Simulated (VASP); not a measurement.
Write the native input for VASP 6.6.1 that does the following.

- Task: single point
- Functional: r2SCAN
- Dispersion: D3(BJ)
- Potentials or basis: VASP PAW PBE potentials, release 64 (In_d, Se)
- Cutoff: 520 eV
- k mesh: 14 × 14 × 14
- Occupations: gaussian, width 0.05 eV
- Spin: no spin polarisation
- Dipole correction: no
- Further INCAR settings: ALGO = Normal; EDIFF = 1e-07; NBANDS = 16

The system is InSe.

```xyz
2
Lattice="0.0000 2.9148 2.9148 2.9148 0.0000 2.9148 2.9148 2.9148 0.0000" Properties=species:S:1:pos:R:3 pbc="T T T"
In    0.0000    0.0000    0.0000
Se    2.9148    2.9148    2.9148
```

The input as run:

POSCAR

```
InSe
1.0
    0.0000000000      2.9147601658      2.9147601658
    2.9147601658      0.0000000000      2.9147601658
    2.9147601658      2.9147601658      0.0000000000
In Se
1 1
Direct
    0.0000000000      0.0000000000      0.0000000000
    0.5000000000      0.5000000000      0.5000000000
```

INCAR.step1

```
  PREC = Accurate
  ENCUT = 520
  ISMEAR = 0
  SIGMA = 0.05
  LREAL = F
  LASPH = T
  NELM = 80
  NBANDS = 16
  GGA = PE
  ALGO = Normal
  EDIFF = 1E-4
  LWAVE = T
  LCHARG = F
```

INCAR.step2

```
  PREC = Accurate
  ENCUT = 520
  EDIFF = 1E-7
  ISMEAR = 0
  SIGMA = 0.05
  LREAL = F
  LASPH = T
  NELM = 80
  ALGO = Normal
  ISIF = 2
  LWAVE = F
  LCHARG = F
  METAGGA = R2SCAN
  LMIXTAU = T
  IVDW = 12
  VDW_S6 = 1.0
  VDW_S8 = 0.78981345
  VDW_A1 = 0.49484001
  VDW_A2 = 5.73083694
  NBANDS = 16
  ISTART = 1
```

KPOINTS

```
regular mesh
0
Gamma
  14 14 14
```

Potentials or basis: VASP PAW PBE potentials, release 64 (In_d, Se).

Run with:

```bash
$ cat potpaw_PBE.64/In_d/POTCAR potpaw_PBE.64/Se/POTCAR > POTCAR
$ cp INCAR.step1 INCAR
$ mpirun -np 1 vasp_std > vasp.out
$ cp INCAR.step2 INCAR
$ mpirun -np 1 vasp_std > vasp.out
```

Results of the run:

- Pressure: 0.1 GPa
- Band gap on the k mesh: zero (an odd number of electrons rules out a gap without spin polarisation)
- Dispersion energy per atom: -0.168 eV

Caveat: the PAW data sets were made with another functional, which shifts forces and pressure a little; spin-orbit coupling is left out, which moves the levels of the heavy elements; an odd number of electrons without spin polarisation forces a metal; a magnetic or distorted state may lie lower.

Wall time 110 s on 1 thread of Intel(R) Xeon(R) 6975P-C (Granite Rapids) (shared host), peak memory 0.25 GiB.
